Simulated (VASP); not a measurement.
A run of VASP 6.6.1 is set up as follows.

The input INCAR:

```
PREC = Accurate
ENCUT = 520
EDIFF = 1E-6
ISMEAR = 0
SIGMA = 0.03
LREAL = F
LASPH = T
NELM = 100
ALGO = Normal
ISIF = 2
LWAVE = F
LCHARG = T
LELF = T
LVHAR = T
NBANDS = 16
```

File KPOINTS:

```
Automatic mesh
0
Gamma
  12 12 6
```

Contents of POSCAR:

```
Si
1.0
    3.8313174605      0.0000000000      0.0000000000
   -1.9156587303      3.3180182508      0.0000000000
    0.0000000000      0.0000000000      6.3326220002
Si
4
Direct
    0.4237487492      0.8474974984      0.0156357581
    0.6666666667      0.3333333333      0.5630095000
    0.3333333333      0.6666666667      0.4369905000
    0.6666666667      0.3333333333      0.9369905000
```

Potentials or basis: VASP PAW LDA potentials, release 64 (Si).

Launch:

```console
$ cat potpaw_LDA.64/Si/POTCAR > POTCAR
$ mpirun -np 1 vasp_std > vasp.out
```

What does it give for the band gap on the k mesh?

Zero (bands 8 and 9 overlap by 0.99 eV).

Estimate the largest force.

23.164 eV/Å.

Predict the pressure.

16.6 GPa.

Forces on the atoms (eV/Å):
```
Si    0.000 -21.858   7.667
Si    0.000  -0.125  -0.368
Si    0.000   0.524  -0.984
Si    0.000  21.459  -6.315
```

Caveat: the cell differs from its parent crystal (atom 1 (Si) moved by (+0.600, -0.300) A along y and z); the cell stands under pressure; forces of over 1 eV/Å act on the atoms, so gaps and moduli don't describe the material at rest.
